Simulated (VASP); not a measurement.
# SnO2 (Pbcn) in VASP: notebook

The runs below take SnO2 through single point, with LDA.

Everything below comes from runs of VASP 6.6.1. Logs are shortened: lines on timing, memory, paths and dates and some standing lists are left out, and cuts for length are marked.

## 1. The cell of the first run

It takes space group Pbcn (No. 60, orthorhombic). Conventional cell: a = 4.744 Å, b = 5.592 Å, c = 5.248 Å, α = 90.00°, β = 90.00°, γ = 90.00°. Within 2.7 Å of Sn (site symmetry 2) lie 6 O at 2.02 to 2.08 Å. O (site symmetry 1) has 4 Sn at 2.02 to 3.25 Å and 12 O at 2.62 to 3.13 Å within 3.3 Å.

## 2. Single point, LDA (11.60 Å³/atom)

The input, INCAR:

```
SYSTEM = SnO2
PREC     = Accurate       ! precision mode
ENCUT    = 520            ! plane-wave cutoff, eV
EDIFF    = 1E-7           ! SCF threshold, eV
ISMEAR   = 0              ! smearing method
SIGMA    = 0.05           ! smearing width, eV
LREAL    = .False.        ! projectors in reciprocal space
LASPH    = .True.         ! aspherical terms in the spheres
NELM     = 60             ! most SCF steps
ALGO     = Normal         ! electronic algorithm
ISIF     = 2              ! what is computed and relaxed
LWAVE    = .False.        ! write WAVECAR
LCHARG   = .False.        ! write CHGCAR
NBANDS   = 64             ! bands
```

The input, KPOINTS:

```
Automatic mesh
0
Gamma
  6 6 6
  0 0 0
```

The input, POSCAR:

```
SnO2
1.0
    4.7437162477      0.0000000000      0.0000000000
    0.0000000000      5.5920953160      0.0000000000
    0.0000000000      0.0000000000      5.2482957334
Sn O
4 8
Direct
    0.5000000000      0.6673419135      0.7500000000
    0.0000000000      0.8326580865      0.2500000000
    0.5000000000      0.3326580865      0.2500000000
    0.0000000000      0.1673419135      0.7500000000
    0.7309254637      0.6050162923      0.0776916535
    0.2309254637      0.8949837077      0.9223083465
    0.7690745363      0.8949837077      0.5776916535
    0.2690745363      0.6050162923      0.4223083465
    0.7309254637      0.3949837077      0.5776916535
    0.2309254637      0.1050162923      0.4223083465
    0.7690745363      0.1050162923      0.0776916535
    0.2690745363      0.3949837077      0.9223083465
```

Potentials or basis: VASP PAW LDA potentials, release 64 (Sn_d, O).

Started as:

```sh
cat potpaw_LDA.64/Sn_d/POTCAR potpaw_LDA.64/O/POTCAR > POTCAR
mpirun -np 1 vasp_std > vasp.out
```

OUTCAR:

```text
SYSTEM = SnO2
   PREC = Accurate
   ENCUT = 520
   EDIFF = 1E-7
   ISMEAR = 0
   LREAL = .False.
   LASPH = .True.
   NELM = 60
   ISIF = 2

 ion  position               nearest neighbor table
   1  0.500  0.667  0.750-   6 2.02   7 2.02   5 2.07   8 2.07   9 2.08  12 2.08   3 3.22   3 3.22
                             2 3.66   2 3.66   2 3.66   2 3.66   4 3.67   4 3.67   4 3.67   4 3.67
   2  0.000  0.833  0.250-   5 2.02   8 2.02   7 2.07   6 2.07  10 2.08  11 2.08   4 3.22   4 3.22
                             1 3.66   1 3.66   1 3.66   1 3.66   3 3.67   3 3.67   3 3.67   3 3.67
   3  0.500  0.333  0.250-  10 2.02  11 2.02   9 2.07  12 2.07   5 2.08   8 2.08   1 3.22   1 3.22
                             4 3.66   4 3.66   4 3.66   4 3.66   2 3.67   2 3.67   2 3.67   2 3.67
   4  0.000  0.167  0.750-   9 2.02  12 2.02  11 2.07  10 2.07   6 2.08   7 2.08   2 3.22   2 3.22
                             3 3.66   3 3.66   3 3.66   3 3.66   1 3.67   1 3.67   1 3.67   1 3.67
   5  0.731  0.605  0.078-   2 2.02   1 2.07   3 2.08
   6  0.231  0.895  0.922-   1 2.02   2 2.07   4 2.08
   7  0.769  0.895  0.578-   1 2.02   2 2.07   4 2.08
   8  0.269  0.605  0.422-   2 2.02   1 2.07   3 2.08
   9  0.731  0.395  0.578-   4 2.02   3 2.07   1 2.08
  10  0.231  0.105  0.422-   3 2.02   4 2.07   2 2.08
  11  0.769  0.105  0.078-   3 2.02   4 2.07   2 2.08
  12  0.269  0.395  0.922-   4 2.02   3 2.07   1 2.08

  LATTYP: Found a simple orthorhombic cell.
 ALAT       =     4.7437162477
 B/A-ratio  =     1.1063679738
 C/A-ratio  =     1.1788427098

  Lattice vectors:

 A1 = (  -4.7437162477,   0.0000000000,   0.0000000000)
 A2 = (   0.0000000000,   0.0000000000,   5.2482957334)
 A3 = (   0.0000000000,   5.5920953160,   0.0000000000)

Analysis of symmetry for initial positions (statically):
=====================================================================
 Subroutine PRICEL returns:
 Original cell was already a primitive cell.

 Routine SETGRP: Setting up the symmetry group for a
 simple orthorhombic supercell.

 Subroutine GETGRP returns: Found  8 space group operations
 (whereof  2 operations were pure point group operations)
 out of a pool of  8 trial point group operations.

The static configuration has the point symmetry S_2 .
 The point group associated with its full space group is D_2h.

Analysis of symmetry for dynamics (positions and initial velocities):
=====================================================================
 Subroutine PRICEL returns:
 Original cell was already a primitive cell.

 Routine SETGRP: Setting up the symmetry group for a
 simple orthorhombic supercell.

 Subroutine GETGRP returns: Found  8 space group operations
 (whereof  2 operations were pure point group operations)
 out of a pool of  8 trial point group operations.

The dynamic configuration has the point symmetry S_2 .
 The point group associated with its full space group is D_2h.

 Subroutine INISYM returns: Found  8 space group operations
 (whereof  2 operations are pure point group operations),
 and found     1 'primitive' translations

----------------------------------------------------------------------------------------

                                     Primitive cell

  volume of cell :     139.2232

  direct lattice vectors                    reciprocal lattice vectors
     4.743716248  0.000000000  0.000000000     0.210805189  0.000000000  0.000000000
     0.000000000  5.592095316  0.000000000     0.000000000  0.178823848  0.000000000
     0.000000000  0.000000000  5.248295733     0.000000000  0.000000000  0.190538043

  length of vectors
     4.743716248  5.592095316  5.248295733     0.210805189  0.178823848  0.190538043

  position of ions in fractional coordinates (direct lattice)
     0.500000000  0.667341914  0.750000000
     0.000000000  0.832658086  0.250000000
     0.500000000  0.332658086  0.250000000
     0.000000000  0.167341914  0.750000000
     0.730925464  0.605016292  0.077691653
     0.230925464  0.894983708  0.922308347
     0.769074536  0.894983708  0.577691653
     0.269074536  0.605016292  0.422308347
     0.730925464  0.394983708  0.577691653
     0.230925464  0.105016292  0.422308347
     0.769074536  0.105016292  0.077691653
     0.269074536  0.394983708  0.922308347

  ion indices of the primitive-cell ions
   primitive index   ion index
                 1           1
                 2           2
                 3           3
                 4           4
                 5           5
                 6           6
                 7           7
                 8           8
                 9           9
                10          10
                11          11
                12          12

----------------------------------------------------------------------------------------

 KPOINTS: Automatic mesh

Automatic generation of k-mesh.
 Grid dimensions read from file:
 generate k-points for:    6    6    6

 Generating k-lattice:

  Cartesian coordinates                     Fractional coordinates (reciprocal lattice)
     0.035134198  0.000000000  0.000000000     0.166666667  0.000000000  0.000000000
     0.000000000  0.029803975  0.000000000     0.000000000  0.166666667  0.000000000
     0.000000000  0.000000000  0.031756341     0.000000000  0.000000000  0.166666667

  Length of vectors
     0.035134198  0.029803975  0.031756341

  Shift w.r.t. Gamma in fractional coordinates (k-lattice)
     0.000000000  0.000000000  0.000000000

 Subroutine IBZKPT returns following result:
 ===========================================

 Found     64 irreducible k-points:

 Following reciprocal coordinates:
            Coordinates               Weight
  0.000000  0.000000  0.000000      1.000000
  0.166667  0.000000  0.000000      2.000000
  0.333333  0.000000  0.000000      2.000000
  0.500000  0.000000  0.000000      1.000000
  0.000000  0.166667  0.000000      2.000000
  0.166667  0.166667  0.000000      4.000000
[... 16 lines left out ...]
  0.333333  0.166667  0.166667      8.000000
  0.500000  0.166667  0.166667      4.000000
 [... further k-points ...]
   k-points           NKPTS =     64   k-points in BZ     NKDIM =     64   number of bands    NBANDS=     64
   number of dos      NEDOS =    301   number of ions     NIONS =     12
   total plane-waves  NPLWV =  60480
   dimension x,y,z NGX =    36 NGY =   42 NGZ =   40
   dimension x,y,z NGXF=    72 NGYF=   84 NGZF=   80
   ions per type =               4   8
   NGX,Y,Z   is equivalent  to a cutoff of  12.62, 12.49, 12.67 a.u.
   NGXF,Y,Z  is equivalent  to a cutoff of  25.23, 24.97, 25.34 a.u.
 SYSTEM =  SnO2
   PREC   = accura    normal or accurate (medium, high low for compatibility)
   ISTART =      0    job   : 0-new  1-cont  2-samecut
   ICHARG =      2    charge: 1-file 2-atom 10-const
   ISPIN  =      1    spin polarized calculation?
   LNONCOLLINEAR =      F non collinear calculations
   LSORBIT =      F    spin-orbit coupling
   LASPH  =      T    aspherical Exc in radial PAW
   ENCUT  =  520.0 eV  38.22 Ry    6.18 a.u.   8.82 10.40  9.76*2*pi/ulx,y,z
   NELM   =     60;   NELMIN=  2; NELMDL= -5     # of ELM steps
   EDIFF  = 0.1E-06   stopping-criterion for ELM
   LREAL  =      F    real-space projection
   EDIFFG = 0.1E-05   stopping-criterion for IOM
   NSW    =      0    number of steps for IOM
   IBRION =     -1    ionic relax: 0-MD 1-quasi-New 2-CG
   NFREE  =      0    steps in history (QN), initial steepest desc. (CG)
   ISIF   =      2    stress and relaxation
   ISYM   =      2    0-nonsym 1-usesym 2-fastsym
   POTIM  = 0.5000    time-step for ionic-motion
   TEBEG  =    0.0;   TEEND  =   0.0 temperature during run
   PSTRESS=    0.0 pullay stress
   NELECT =     104.0000    total number of electrons
   NUPDOWN=      -1.0000    fix difference up-down
   EMIN   =  10.00;   EMAX   =-10.00  energy-range for DOS
   EFERMI =   0.00;   METHOD = LEGACY
   ISMEAR =     0;   SIGMA  =   0.05  broadening in eV -4-tet -1-fermi 0-gaus
   EFERMI_NEDOS =   21; number of points for ismear=-14 and -15
   IALGO  =     38    algorithm
   IMIX   =      4    mixing-type and parameters
     AMIX     =   0.40;   BMIX     =  1.00
     AMIX_MAG =   1.60;   BMIX_MAG =  1.00
  volume/ion in A,a.u.               =      11.60        78.29
  Fermi-wavevector in a.u.,A,eV,Ry     =   1.485418  2.807033 30.020811  2.206467
  Thomas-Fermi vector in A             =   2.598832
   LORBIT       =      0    0 simple, 1 ext, 2 COOP (PROOUT), +10 PAW based schemes
   GGA     = CA    functional components
   LHFCALC =     F    Hartree Fock is set to
   AEXX    =    0.0000 exact exchange contribution
   IVDW    =     0    specifies the selected vdW correction
   LEPSILON=     F    determine dielectric tensor
   LRPA    =     F    only Hartree local field effects (RPA)
 non-spin polarized calculation
 Gauss-broadening in eV      SIGMA  =   0.05
  energy-cutoff  :      520.00
  volume of cell :      139.22
 maximum number of plane-waves:      3784
 NGX is ok and might be reduce to    36
   NGX = 17   NGY = 21   NGZ = 19

 number of electron     104.0000009 magnetization

 Free energy of the ion-electron system (eV)
  ---------------------------------------------------
  ext. energy  EPLUGINS =         0.00000000
  ---------------------------------------------------
  free energy    TOTEN  =       -84.37653177 eV

  energy without entropy =      -84.37653177  energy(sigma->0) =      -84.37653177

 E-fermi :   6.1807     XC(G=0): -11.9812

 val. band max:        5.9165011302   @ k =   0.3333   0.0000   0.0000
 cond. band min:       7.4097583020   @ k =   0.0000   0.0000   0.0000
 fundamental gap:      1.4932571718
 Fermi energy:         6.1806703584

 k-point     1 :       0.0000    0.0000    0.0000
  band No.  band energies     occupation
      1     -14.6809      2.00000
      2     -14.5732      2.00000
      3     -14.4888      2.00000
      4     -14.1085      2.00000
      5     -13.9934      2.00000
      6     -13.8476      2.00000
[... 1597 lines left out ...]
     63      16.7583      0.00000
     64      16.7625      0.00000

 [... further k-points ...]

------------------------ aborting loop because EDIFF is reached ----------------------------------------

  FORCE on cell =-STRESS in cart. coord.  units (eV):
  Direction    XX          YY          ZZ          XY          YZ          ZX
  --------------------------------------------------------------------------------------
  -------------------------------------------------------------------------------------
  Total        0.0695949      3.8659705     -0.6634369      0.0000000      0.0000000     -0.0000000
  in kB        0.8008960     44.4895026     -7.6348170      0.0000000      0.0000000     -0.0000000
  external PRESSURE =      12.5518605 kB  Pullay stress =       0.0000000 kB

 VOLUME and BASIS-vectors are now :
 -----------------------------------------------------------------------------
  energy-cutoff  :      520.00
  volume of cell :      139.22
      direct lattice vectors                 reciprocal lattice vectors
     4.743716248  0.000000000  0.000000000     0.210805189  0.000000000  0.000000000
     0.000000000  5.592095316  0.000000000     0.000000000  0.178823848  0.000000000
     0.000000000  0.000000000  5.248295733     0.000000000  0.000000000  0.190538043

 POSITION                                       TOTAL-FORCE (eV/Angst)
 -----------------------------------------------------------------------------------
      2.37186      3.73184      3.93622        -0.000000      0.050399     -0.000000
      0.00000      4.65630      1.31207         0.000000     -0.050399     -0.000000
      2.37186      1.86026      1.31207         0.000000     -0.050399     -0.000000
      0.00000      0.93579      3.93622        -0.000000      0.050399     -0.000000
      3.46730      3.38331      0.40775        -0.069481     -0.032904     -0.087050
      1.09544      5.00483      4.84055        -0.069481      0.032904      0.087050
      3.64827      5.00483      3.03190         0.069481      0.032904     -0.087050
      1.27641      3.38331      2.21640         0.069481     -0.032904      0.087050
      3.46730      2.20879      3.03190        -0.069481      0.032904     -0.087050
      1.09544      0.58726      2.21640        -0.069481     -0.032904      0.087050
      3.64827      0.58726      0.40775         0.069481     -0.032904     -0.087050
      1.27641      2.20879      4.84055         0.069481      0.032904      0.087050
 -----------------------------------------------------------------------------------
    total drift:                               -0.000000      0.000000      0.000000

  FREE ENERGIE OF THE ION-ELECTRON SYSTEM (eV)
  ---------------------------------------------------
  free  energy   TOTEN  =       -84.3765317695 eV

  energy  without entropy=      -84.3765317695  energy(sigma->0) =      -84.37653177
```

Run time: 7.6 min. Hardware: 1 thread of Intel Xeon Platinum 8259CL at 2.50GHz (Skylake/Cascade Lake), shared host; peak memory 0.47 GiB.

Results:

* Free energy: -84.3765 eV
* Pressure: 1.3 GPa
* Largest force: 0.116 eV/Å
* Band gap on the k mesh: 1.49 eV (least direct gap 1.50 eV)

Forces on the atoms (eV/Å):
```
Sn   0.000  0.050  0.000
Sn   0.000 -0.050  0.000
Sn   0.000 -0.050  0.000
Sn   0.000  0.050  0.000
O   -0.069 -0.033 -0.087
O   -0.069  0.033  0.087
O    0.069  0.033 -0.087
O    0.069 -0.033  0.087
O   -0.069  0.033 -0.087
O   -0.069 -0.033  0.087
O    0.069 -0.033 -0.087
O    0.069  0.033  0.087
```

Caveat: spin-orbit coupling is left out, which moves the levels of the heavy elements.

(Continued in part 2 of 3.)
